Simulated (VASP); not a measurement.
# ZnS (P6_3mc) in VASP: further runs, part 2 of 2

VASP 6.6.1. The steps go on from the part before.

**3. Relaxation of the atoms, r2SCAN (equal strain along all axes, cell held: +2.0 %)**

Contents of POSCAR:

```
ZnS
1.0
    3.8826489777      0.0000000000      0.0000000000
   -1.9413244888      3.3624726487      0.0000000000
    0.0000000000      0.0000000000      6.3696988949
Zn S
2 2
Direct
    0.3333333333      0.6666666667      0.0003440772
    0.6666666667      0.3333333333      0.5003440772
    0.3333333333      0.6666666667      0.3746559228
    0.6666666667      0.3333333333      0.8746559228
```

Contents of INCAR.step1:

```
SYSTEM = ZnS
  PREC = Accurate
  ENCUT = 520
  ISMEAR = 0
  SIGMA = 0.02
  LREAL = .FALSE.
  LASPH = .TRUE.
  NELM = 100
  GGA = PE
  ALGO = Normal
  EDIFF = 1E-4
  LWAVE = .TRUE.
  LCHARG = .FALSE.
```

Contents of INCAR.step2:

```
SYSTEM = ZnS
  PREC = Accurate
  ENCUT = 520
  EDIFF = 1E-7
  ISMEAR = 0
  SIGMA = 0.02
  LREAL = .FALSE.
  LASPH = .TRUE.
  NELM = 100
  ALGO = Normal
  ISIF = 2
  LWAVE = .FALSE.
  LCHARG = .FALSE.
  METAGGA = R2SCAN
  LMIXTAU = .TRUE.
  IBRION = 2
  NSW = 60
  EDIFFG = -0.008
  ISTART = 1
```

Contents of KPOINTS:

```
Automatic mesh
0
G
  6 6 4
  0 0 0
```

Potentials or basis: VASP PAW PBE potentials, release 64 (Zn, S).

Run with:

```sh
$ cat potpaw_PBE.64/Zn/POTCAR potpaw_PBE.64/S/POTCAR > POTCAR
$ cp INCAR.step1 INCAR
$ mpirun -np 1 vasp_std > vasp.out
$ cp INCAR.step2 INCAR
$ mpirun -np 1 vasp_std > vasp.out
```

OUTCAR:

```text
SYSTEM = ZnS
   PREC = Accurate
   ENCUT = 520
   EDIFF = 1E-7
   ISMEAR = 0
   LREAL = .FALSE.
   LASPH = .TRUE.
   NELM = 100
   ISIF = 2
   METAGGA = R2SCAN
   IBRION = 2
   NSW = 60
   EDIFFG = -0.008
   ISTART = 1

 ion  position               nearest neighbor table
   1  0.333  0.667  0.000-   4 2.38   4 2.38   4 2.38   3 2.38
   2  0.667  0.333  0.500-   3 2.38   3 2.38   3 2.38   4 2.38
   3  0.333  0.667  0.375-   2 2.38   2 2.38   2 2.38   1 2.38
   4  0.667  0.333  0.875-   1 2.38   1 2.38   1 2.38   2 2.38

  LATTYP: Found a hexagonal cell.
 ALAT       =     3.8826489777
 C/A-ratio  =     1.6405549231

  Lattice vectors:

 A1 = (   3.8826489777,   0.0000000000,   0.0000000000)
 A2 = (  -1.9413244888,   3.3624726487,   0.0000000000)
 A3 = (   0.0000000000,   0.0000000000,   6.3696988949)

Analysis of symmetry for initial positions (statically):
=====================================================================
 Subroutine PRICEL returns:
 Original cell was already a primitive cell.

 Routine SETGRP: Setting up the symmetry group for a
 hexagonal supercell.

 Subroutine GETGRP returns: Found 12 space group operations
 (whereof  6 operations were pure point group operations)
 out of a pool of 24 trial point group operations.

The static configuration has the point symmetry C_3v.
 The point group associated with its full space group is C_6v.

Analysis of symmetry for dynamics (positions and initial velocities):
=====================================================================
 Subroutine PRICEL returns:
 Original cell was already a primitive cell.

 Routine SETGRP: Setting up the symmetry group for a
 hexagonal supercell.

 Subroutine GETGRP returns: Found 12 space group operations
 (whereof  6 operations were pure point group operations)
 out of a pool of 24 trial point group operations.

The dynamic configuration has the point symmetry C_3v.
 The point group associated with its full space group is C_6v.

[... 105 lines left out ...]
   ISYM   =      2    0-nonsym 1-usesym 2-fastsym
   POTIM  = 0.5000    time-step for ionic-motion
   TEBEG  =    0.0;   TEEND  =   0.0 temperature during run
   PSTRESS=    0.0 pullay stress
   NELECT =      36.0000    total number of electrons
   NUPDOWN=      -1.0000    fix difference up-down
   EMIN   =  10.00;   EMAX   =-10.00  energy-range for DOS
   EFERMI =   0.00;   METHOD = LEGACY
   ISMEAR =     0;   SIGMA  =   0.02  broadening in eV -4-tet -1-fermi 0-gaus
   EFERMI_NEDOS =   21; number of points for ismear=-14 and -15
   IALGO  =     38    algorithm
   IMIX   =      4    mixing-type and parameters
     AMIX     =   0.40;   BMIX     =  1.00
     AMIX_MAG =   1.60;   BMIX_MAG =  1.00
  volume/ion in A,a.u.               =      20.79       140.30
  Fermi-wavevector in a.u.,A,eV,Ry     =   1.238436  2.340306 20.867594  1.533725
  Thomas-Fermi vector in A             =   2.372962
   LORBIT       =      0    0 simple, 1 ext, 2 COOP (PROOUT), +10 PAW based schemes
   METAGGA = R2SCAN    functional components
   LHFCALC =     F    Hartree Fock is set to
   AEXX    =    0.0000 exact exchange contribution
   IVDW    =     0    specifies the selected vdW correction
   LEPSILON=     F    determine dielectric tensor
   LRPA    =     F    only Hartree local field effects (RPA)
 conjugate gradient relaxation of ions
 non-spin polarized calculation
 Gauss-broadening in eV      SIGMA  =   0.02
  energy-cutoff  :      520.00
  volume of cell :       83.16
 maximum number of plane-waves:      2259
 NGX is ok and might be reduce to    30
   NGX = 15   NGY = 15   NGZ = 23

--------------------------------------- Ionic step        1  -------------------------------------------

 number of electron      36.0000029 magnetization

 Free energy of the ion-electron system (eV)
  ---------------------------------------------------
  ext. energy  EPLUGINS =         0.00000000
  ---------------------------------------------------
  free energy    TOTEN  =       -37.65613516 eV

  energy without entropy =      -37.65613516  energy(sigma->0) =      -37.65613516

------------------------ aborting loop because EDIFF is reached ----------------------------------------

  FORCE on cell =-STRESS in cart. coord.  units (eV):
  Direction    XX          YY          ZZ          XY          YZ          ZX
  --------------------------------------------------------------------------------------
  -------------------------------------------------------------------------------------
  Total       -2.1103635     -2.1103635     -2.1548578     -0.0000000      0.0000000      0.0000000
  in kB      -40.6595030    -40.6595030    -41.5167559     -0.0000000      0.0000000      0.0000000
  external PRESSURE =     -40.9452539 kB  Pullay stress =       0.0000000 kB
[... 63 lines left out ...]
--------------------------------------- Ionic step        3  -------------------------------------------

 number of electron      36.0000030 magnetization

 Free energy of the ion-electron system (eV)
  ---------------------------------------------------
  ext. energy  EPLUGINS =         0.00000000
  ---------------------------------------------------
  free energy    TOTEN  =       -37.65621816 eV

  energy without entropy =      -37.65621816  energy(sigma->0) =      -37.65621816

 E-fermi :   1.4759     XC(G=0): -10.0137

 val. band max:        1.3723118531   @ k =   0.0000   0.0000   0.0000
 cond. band min:       3.8790149582   @ k =   0.0000   0.0000   0.0000
 fundamental gap:      2.5067031051
 Fermi energy:         1.4759296535

 k-point     1 :       0.0000    0.0000    0.0000
  band No.  band energies     occupation
      1     -11.9620      2.00000
      2     -11.1107      2.00000
      3      -4.9367      2.00000
      4      -4.9292      2.00000
      5      -4.9292      2.00000
      6      -4.8498      2.00000
[... 545 lines left out ...]
  FREE ENERGIE OF THE ION-ELECTRON SYSTEM (eV)
  ---------------------------------------------------
  free  energy   TOTEN  =       -37.6562181647 eV

  energy  without entropy=      -37.6562181647  energy(sigma->0) =      -37.65621816

 reached required accuracy - stopping structural energy minimisation
```

OUTCAR.step1:

```text
SYSTEM = ZnS
   PREC = Accurate
   ENCUT = 520
   ISMEAR = 0
   LREAL = .FALSE.
   LASPH = .TRUE.
   NELM = 100
[... 750 lines left out ...]
      1.94132      1.12082      3.18704         0.000000      0.000000     -0.008739
     -0.00000      2.24165      2.38645         0.000000      0.000000      0.008739
      1.94132      1.12082      5.57129        -0.000000      0.000000      0.008739
 -----------------------------------------------------------------------------------
    total drift:                               -0.000000     -0.000000     -0.001519

  FREE ENERGIE OF THE ION-ELECTRON SYSTEM (eV)
  ---------------------------------------------------
  free  energy   TOTEN  =       -13.6785551965 eV

  energy  without entropy=      -13.6785551965  energy(sigma->0) =      -13.67855520
```

It took 6.9 min on 1 thread of Intel Xeon Platinum 8259CL at 2.50GHz (Skylake/Cascade Lake), shared host; peak memory 0.23 GiB.

What came out:

```yaml
Free_energy: -37.6562 eV
Energy_gained_by_relaxing: 0.0 meV/atom
Ionic_steps: 3
Pressure_after_relaxing: -4.1 GPa
Band_gap_on_the_k_mesh: 2.51 eV
```

Stress tensor (GPa, compression positive):
```
-4.03  0.00  0.00
 0.00 -4.03  0.00
 0.00  0.00 -4.22
```

Final structure:
```cif
data_structure
_symmetry_space_group_name_H-M 'P 1'
_symmetry_Int_Tables_number 1
_cell_length_a 3.8826
_cell_length_b 3.8826
_cell_length_c 6.3697
_cell_angle_alpha 90.000
_cell_angle_beta 90.000
_cell_angle_gamma 120.000
_cell_volume 83.16
loop_
_atom_site_label
_atom_site_type_symbol
_atom_site_fract_x
_atom_site_fract_y
_atom_site_fract_z
_atom_site_occupancy
Zn1 Zn 0.33333 0.66667 0.00001 1
Zn2 Zn 0.66667 0.33333 0.50001 1
S1 S 0.33333 0.66667 0.37499 1
S2 S 0.66667 0.33333 0.87499 1
```

Caveat: the cell differs from its parent crystal (equal strain along all axes, cell held: +2.0 %); the PAW data sets were made with another functional, which shifts forces and pressure a little.
